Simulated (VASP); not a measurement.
SiO2, 12 atoms in the cell. Symmetry: P4_12_12, No. 92, tetragonal system. Conventional cell: a = 5.082 Å, b = 5.082 Å, c = 7.097 Å, α = 90.00°, β = 90.00°, γ = 90.00°. Si (site symmetry 2) has 4 O at 1.62 to 1.63 Å within 2.2 Å. Within 2.2 Å of O (site symmetry 1) lie 2 Si at 1.62 to 1.63 Å. 

| Item | Value |
| --- | --- |
| Program | VASP 6.6.1 |
| Task | single point |
| Functional | PBE |
| Potentials or basis | VASP PAW PBE potentials, release 64 (Si, O) |
| Cutoff | 520 eV |
| k mesh | 6 × 6 × 4 |
| Occupations | gaussian, width 0.05 eV |
| Spin | no spin polarisation |
| Dipole correction | no |
| Further INCAR settings | ALGO = Normal; EDIFF = 1e-07; NBANDS = 44 |

Potentials or basis: VASP PAW PBE potentials, release 64 (Si, O).

Launch:

```sh
$ cat potpaw_PBE.64/Si/POTCAR potpaw_PBE.64/O/POTCAR > POTCAR
$ mpirun -np 1 vasp_std > vasp.out
```

Hardware: 1 thread of Intel Xeon 8259CL, with other jobs on the host.

Task: How long does it take, and how much memory?

Result: Run time: 7.8 min on 1 thread of Intel Xeon 8259CL, with other jobs on the host, peak memory 0.38 GiB. Counts: scf iterations 15, k points 30.
